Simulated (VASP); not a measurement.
# Co (P6_3/mmc) in VASP: further runs, part 2 of 2

VASP 6.6.1.

## Step 3: Single point, PBEsol, collinear spin, ferromagnetic start

This run uses another cell than the first one, of 10.28 Å³/atom.

INCAR

```
PREC = Accurate
ENCUT = 520
EDIFF = 1E-6
ISMEAR = -1
SIGMA = 0.05
LREAL = F
LASPH = T
NELM = 150
ALGO = Normal
ISIF = 2
LWAVE = F
LCHARG = F
ISPIN = 2
MAGMOM = 2 2
LORBIT = 11
LMAXMIX = 4
GGA = PS
NBANDS = 20
```

KPOINTS

```
Automatic mesh
0
Gamma
  12 12 7
```

POSCAR

```
Co
1.0
    2.4504112465      0.0000000000      0.0000000000
   -1.2252056233      2.1221183892      0.0000000000
    0.0000000000      0.0000000000      3.9538047391
Co
2
Direct
    0.3333333333      0.6666666667      0.7500002015
    0.6666666667      0.3333333333      0.2499997985
```

Potentials or basis: VASP PAW PBE potentials, release 64 (Co).

Started as:

```sh
> cat potpaw_PBE.64/Co/POTCAR > POTCAR
> mpirun -np 1 vasp_std > vasp.out
```

Wall time 77 s (1 thread of Intel Xeon Platinum 8175M at 2.50GHz (Skylake/Cascade Lake), shared host); peak memory 0.16 GiB.

Results (log left out):

```yaml
Free_energy: -15.4755 eV
Pressure: 0.9 GPa
Net_moment: 3.09 μB per cell
Site_moments: Co +1.55 μB
Valence_electrons_inside_the_program's_atomic_spheres: Co 8.38
```

Levels at points of the mesh, in eV from the Fermi level:
Spin up:
```csv
k point,band 8,band 9,band 10,band 11,band 12,band 13,band 14,band 15
"(0.00, 0.00, 0.00)",-1.90,-1.90,-0.69,-0.69,-0.13,6.88,22.35,25.44
"(0.50, 0.00, 0.00)",-0.56,-0.44,-0.39,1.47,3.59,10.11,10.82,13.25
```
Spin down:
| k point | band 4 | band 5 | band 6 | band 7 | band 8 | band 9 | band 10 | band 11 |
| --- | --- | --- | --- | --- | --- | --- | --- | --- |
| (0.00, 0.00, 0.00) | -1.07 | -1.07 | -0.67 | -0.67 | -0.23 | -0.23 | -0.10 | 1.10 |
| (0.50, 0.00, 0.00) | -1.95 | -1.25 | -1.13 | -0.68 | 1.23 | 1.38 | 1.41 | 2.70 |

Caveat: the PAW data sets were made with another functional, which shifts forces and pressure a little.

## Step 4: Single point, PBEsol, collinear spin, ferromagnetic start

This run uses another cell than the first one, of 9.66 Å³/atom.

INCAR

```
PREC = Accurate ; ENCUT = 520
EDIFF = 1E-7 ; ISMEAR = -1
SIGMA = 0.05 ; LREAL = F
LASPH = T ; NELM = 150
ALGO = Normal ; ISIF = 2
LWAVE = F ; LCHARG = T
ISPIN = 2 ; MAGMOM = 2 2
LORBIT = 11 ; LMAXMIX = 4
GGA = PS ; LELF = T
LVHAR = T ; NBANDS = 20
```

KPOINTS is that of step 3.

POSCAR

```
Co
1.0
    2.3995980771      0.0000000000      0.0000000000
   -1.1997990386      2.0781128937      0.0000000000
    0.0000000000      0.0000000000      3.8756610517
Co
2
Direct
    0.3333333333      0.6666666667      0.7500026045
    0.6666666667      0.3333333333      0.2499973955
```

Potentials or basis: VASP PAW PBE potentials, release 64 (Co).

Started as:

```sh
> cat potpaw_PBE.64/Co/POTCAR > POTCAR
> mpirun -np 1 vasp_std > vasp.out
```

OUTCAR:

```text
PREC = Accurate
   ENCUT = 520
   EDIFF = 1E-7
   ISMEAR = -1
   LREAL = F
   LASPH = T
   NELM = 150
   ISIF = 2
   ISPIN = 2
   LORBIT = 11
   GGA = PS

 ion  position               nearest neighbor table
   1  0.333  0.667  0.750-   2 2.38   2 2.38   2 2.38   2 2.38   2 2.38   2 2.38
   2  0.667  0.333  0.250-   1 2.38   1 2.38   1 2.38   1 2.38   1 2.38   1 2.38

  LATTYP: Found a hexagonal cell.
 ALAT       =     2.3995980771
 C/A-ratio  =     1.6151292538

  Lattice vectors:

 A1 = (   2.3995980771,   0.0000000000,   0.0000000000)
[... 1318 lines left out ...]
  external PRESSURE =     186.7307085 kB  Pullay stress =       0.0000000 kB

 VOLUME and BASIS-vectors are now :
 -----------------------------------------------------------------------------
  energy-cutoff  :      520.00
  volume of cell :       19.33
      direct lattice vectors                 reciprocal lattice vectors
     2.399598077  0.000000000  0.000000000     0.416736457  0.240602905  0.000000000
    -1.199799039  2.078112894  0.000000000     0.000000000  0.481205811  0.000000000
     0.000000000  0.000000000  3.875661052     0.000000000  0.000000000  0.258020499

 POSITION                                       TOTAL-FORCE (eV/Angst)
 -----------------------------------------------------------------------------------
     -0.00000      1.38541      2.90676         0.000000      0.000000     -0.000238
      1.19980      0.69270      0.96891        -0.000000     -0.000000      0.000238
 -----------------------------------------------------------------------------------
    total drift:                                0.000000     -0.000000      0.000000

  FREE ENERGIE OF THE ION-ELECTRON SYSTEM (eV)
  ---------------------------------------------------
  free  energy   TOTEN  =       -15.4047634308 eV

  energy  without entropy=      -15.3929874307  energy(sigma->0) =      -15.39887543

 total charge

# of ion       s       p       d       tot
------------------------------------------
    1        0.540   0.634   7.350   8.525
    2        0.540   0.634   7.350   8.525
--------------------------------------------------
tot          1.080   1.268  14.701  17.050

 magnetization (x)

# of ion       s       p       d       tot
------------------------------------------
    1       -0.016  -0.051   1.553   1.486
    2       -0.016  -0.051   1.553   1.486
--------------------------------------------------
tot         -0.032  -0.102   3.106   2.972
```

stdout:

```text
POSCAR found type information on POSCAR Co
 POSCAR found :  1 types and       2 ions
 scaLAPACK will be used
 -----------------------------------------------------------------------------
|                                                                             |
|                                                                             |
|     You enforced a specific xc type in the INCAR file but a different       |
|     I HOPE YOU KNOW WHAT YOU ARE DOING!                                     |
|                                                                             |
 -----------------------------------------------------------------------------

 LDA part: xc-table for (Slater+PW92), standard interpolation
 POSCAR, INCAR and KPOINTS ok, starting setup
 FFT: planning ... GRIDC
 FFT: planning ... GRID_SOFT
 FFT: planning ... GRID
 WAVECAR not read
 entering main loop
```

Wall time 2 min (1 thread of Intel Xeon Platinum 8175M at 2.50GHz (Skylake/Cascade Lake), shared host); peak memory 0.18 GiB.

What came out:

| Quantity | Value |
| --- | --- |
| Free energy | -15.4048 eV |
| Pressure | 18.7 GPa |
| Net moment | 2.98 μB per cell |
| Site moments | Co +1.49 μB |
| Valence electrons inside the program's atomic spheres | Co 8.53 |

Levels at points of the mesh, in eV from the Fermi level:
Spin up:
```csv
k point,band 6,band 7,band 8,band 9,band 10,band 11,band 12,band 13,band 14,band 15
"(0.00, 0.00, 0.00)",-2.33,-2.33,-1.91,-1.91,-0.58,-0.58,-0.16,7.48,22.88,26.36
"(0.50, 0.00, 0.00)",-2.63,-2.23,-0.43,-0.30,-0.25,1.68,3.95,10.64,11.44,13.86
```
Spin down:
| k point | band 3 | band 4 | band 5 | band 6 | band 7 | band 8 | band 9 | band 10 | band 11 | band 12 |
| --- | --- | --- | --- | --- | --- | --- | --- | --- | --- | --- |
| (0.00, 0.00, 0.00) | -1.23 | -1.22 | -1.22 | -0.79 | -0.79 | -0.29 | -0.29 | -0.11 | 1.15 | 1.15 |
| (0.50, 0.00, 0.00) | -3.87 | -2.08 | -1.41 | -1.27 | -0.78 | 1.30 | 1.47 | 1.50 | 2.89 | 4.90 |

Caveat: the cell stands under pressure; the PAW data sets were made with another functional, which shifts forces and pressure a little.

## Step 5: Single point, PBEsol, collinear spin, ferromagnetic start

This run uses another cell than the first one, of 10.37 Å³/atom.

INCAR

```
PREC = Accurate
ENCUT = 520
EDIFF = 1E-7
ISMEAR = -1
SIGMA = 0.05
LREAL = False
LASPH = True
NELM = 150
ALGO = Normal
ISIF = 2
LWAVE = False
LCHARG = True
ISPIN = 2
MAGMOM = 2 2
LORBIT = 11
LMAXMIX = 4
GGA = PS
LELF = True
LVHAR = True
NBANDS = 20
```

KPOINTS is that of step 4.

POSCAR

```
Co
1.0
    2.4574763110      0.0000000000      0.0000000000
   -1.2287381555      2.1282369145      0.0000000000
    0.0000000000      0.0000000000      3.9645032342
Co
2
Direct
    0.3333333333      0.6666666667      0.7499986323
    0.6666666667      0.3333333333      0.2500013677
```

Started as:

```sh
> cat potpaw_PBE.64/Co/POTCAR > POTCAR
> mpirun -np 1 vasp_std > vasp.out
```

It took 93 s on 1 thread of Intel Xeon Platinum 8175M at 2.50GHz (Skylake/Cascade Lake), shared host; peak memory 0.17 GiB.

Results (log left out):

* Free energy: -15.4756 eV
* Pressure: -1.0 GPa
* Net moment: 3.12 μB per cell
* Site moments: Co +1.56 μB
* Valence electrons inside the program's atomic spheres: Co 8.36

Stress tensor (GPa, compression positive):
```
-0.96  0.00  0.00
 0.00 -0.96  0.00
 0.00  0.00 -1.04
```

Levels at points of the mesh, in eV from the Fermi level:
Spin up:
```tsv
k point	band 8	band 9	band 10	band 11	band 12	band 13	band 14	band 15
(0.00, 0.00, 0.00)	-1.90	-1.90	-0.71	-0.71	-0.12	6.80	22.28	25.27
(0.50, 0.00, 0.00)	-0.58	-0.46	-0.41	1.44	3.54	10.04	10.74	13.17
```
Spin down:
```csv
k point,band 3,band 4,band 5,band 6,band 7,band 8,band 9,band 10,band 11,band 12
"(0.00, 0.00, 0.00)",-1.06,-1.05,-1.05,-0.66,-0.66,-0.22,-0.22,-0.10,1.09,1.09
"(0.50, 0.00, 0.00)",-3.47,-1.94,-1.23,-1.11,-0.67,1.23,1.38,1.41,2.68,4.52
```

Caveat: the PAW data sets were made with another functional, which shifts forces and pressure a little.

## Step 6: Overview

| cell | gap on the mesh (eV) | pressure (GPa) | moment (μB) |
| --- | --- | --- | --- |
| a = 2.440, b = 2.440, c = 3.939 Å, angles 90.0, 90.0, 120.0°, 2 atoms | none | 3.9 | 3.06 |
| a = 2.450, b = 2.450, c = 3.954 Å, angles 90.0, 90.0, 120.0°, 2 atoms | none | 0.9 | 3.09 |
| a = 2.400, b = 2.400, c = 3.876 Å, angles 90.0, 90.0, 120.0°, 2 atoms | none | 18.7 | 2.98 |
| a = 2.457, b = 2.457, c = 3.965 Å, angles 90.0, 90.0, 120.0°, 2 atoms | none | -1.0 | 3.12 |

Alike in all rows: task single point; level PBEsol; potentials or basis VASP PAW PBE potentials, release 64 (Co); spin collinear, ferromagnetic start; k mesh 12 × 12 × 7; cutoff (eV) 520; smearing fermi-dirac 0.05 eV.

Caveats: the PAW data sets were made with another functional, which shifts forces and pressure a little; the cell stands under pressure (at least some runs).

Absolute energies hang on the potentials; compare differences alone.
